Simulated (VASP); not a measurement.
Input of a VASP 6.6.1 run:

Contents of INCAR:

```
PREC     = Accurate       # precision mode
ENCUT    = 520            # plane-wave cutoff, eV
EDIFF    = 1E-6           # SCF threshold, eV
ISMEAR   = 0              # smearing method
SIGMA    = 0.15           # smearing width, eV
LREAL    = False          # projectors in reciprocal space
LASPH    = True           # aspherical terms in the spheres
NELM     = 150            # most SCF steps
ALGO     = Normal         # electronic algorithm
ISIF     = 2              # what is computed and relaxed
LWAVE    = False          # write WAVECAR
LCHARG   = False          # write CHGCAR
ISPIN    = 2              # spin polarisation
MAGMOM   = 0 0.625 0.625 0.625 # initial moments
LORBIT   = 11             # projections on sites
NUPDOWN  = 1.875          # fixed moment
LMAXMIX  = 4              # l up to which the mixer works
NBANDS   = 28             # bands
```

KPOINTS

```
regular mesh
0
Gamma
  14 14 14
```

Contents of POSCAR:

```
AlNi3
1.0
    0.0000000000      2.9247193341      2.9247193341
    2.9247193341      0.0000000000      2.9247193341
    2.9247193341      2.9247193341      0.0000000000
Al Ni
1 3
Direct
    0.5000000000      0.5000000000      0.5000000000
    0.2500000000      0.2500000000      0.2500000000
    0.0000000000      0.0000000000      0.0000000000
    0.7500000000      0.7500000000      0.7500000000
```

Potentials or basis: VASP PAW LDA potentials, release 64 (Al, Ni).

Command:

```sh
$ cat potpaw_LDA.64/Al/POTCAR potpaw_LDA.64/Ni/POTCAR > POTCAR
$ mpirun -np 1 vasp_std > vasp.out
```

Estimate the pressure.

-22.2 GPa.

Caveat: the cell stands under tension; the total moment is fixed, so each spin has its own Fermi level and the state may be an excited one.
